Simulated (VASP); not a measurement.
Runs of VASP 6.6.1 on Ru. The structure is that of space group P6_3/mmc (No. 194), or close to it. The cells are those of the table. 

```csv
task,cell,k mesh,gap on the mesh (eV),pressure (GPa),relaxed volume (Å³/atom)
relaxation of cell and atoms,"relaxed from a = 2.669, b = 2.669, c = 8.665 Å, angles 90.0, 90.0, 120.0°, 4 atoms",21 × 21 × 6,none,0.1,(b)
single point,"a = 2.669, b = 2.669, c = 8.665 Å, angles 90.0, 90.0, 120.0°, 4 atoms",9 × 9 × 2,none,-0.4,-
single point,"a = 2.677, b = 2.677, c = 8.618 Å, angles 90.0, 90.0, 120.0°, 4 atoms",21 × 21 × 6,none,(a),-
single point,"a = 2.749, b = 2.749, c = 8.865 Å, angles 90.0, 90.0, 120.0°, 4 atoms",9 × 9 × 2,none,-23.3,-
relaxation of cell and atoms,"relaxed from a = 2.749, b = 2.749, c = 8.865 Å, angles 90.0, 90.0, 120.0°, 4 atoms",9 × 9 × 2,none,0.0,13.35
```

Alike in all rows: level PBEsol; potentials or basis VASP PAW PBE potentials, release 64 (Ru_pv); no spin polarisation; cutoff (eV) 500; smearing gaussian 0.1 eV.

Fill in the values left out.

(a) -0.1; (b) 13.36.

Caveats: some runs use coarse meshes; the PAW data sets were made with another functional, which shifts forces and pressure a little; the cell stands under tension (at least some runs).

A k mesh can miss the band edges, and the runs leave out spin-orbit coupling on Ru.

A gap of «none» marks levels without a gap at the run's occupations.
